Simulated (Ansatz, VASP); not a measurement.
# ScAg2 in VASP and in Ansatz

```
Sc Ag
1.0
    -1.79814    1.79814    4.53639
     1.79814   -1.79814    4.53639
     1.79814    1.79814   -4.53639
Sc Ag
1 2
Direct
  0.00000 0.00000 0.00000
  0.66664 0.66664 0.00000
  0.33336 0.33336 0.00000
```

Alike in both runs: task single point; functional LDA; k mesh 11 × 11 × 11; no spin polarisation.

```csv
,VASP,Ansatz
version,VASP 6.6.1,Ansatz 0.2.0
potentials or method,"VASP PAW LDA potentials, release 64 (Sc_sv, Ag), cutoff 520 eV","plane waves, PAW"
occupations,"methfessel-paxton of order 1, width 0.15 eV","cold, width 0.15 eV"
valence electrons in the cell,33,49
```

|  | VASP | Ansatz | Ansatz less VASP |
| --- | --- | --- | --- |
| pressure (GPa) | -10.4 | -10.6 | -0.21 |
| traceless stress, the component that is largest in VASP (GPa) | -0.99 | -1.02 | -0.035 |

LDA's correlation is that of Perdew and Zunger in VASP and of Perdew and Wang (1992) in Ansatz. VASP's potentials hold 33 valence electrons a cell and Ansatz's 49, so a difference there can come from the potentials and not from the codes.
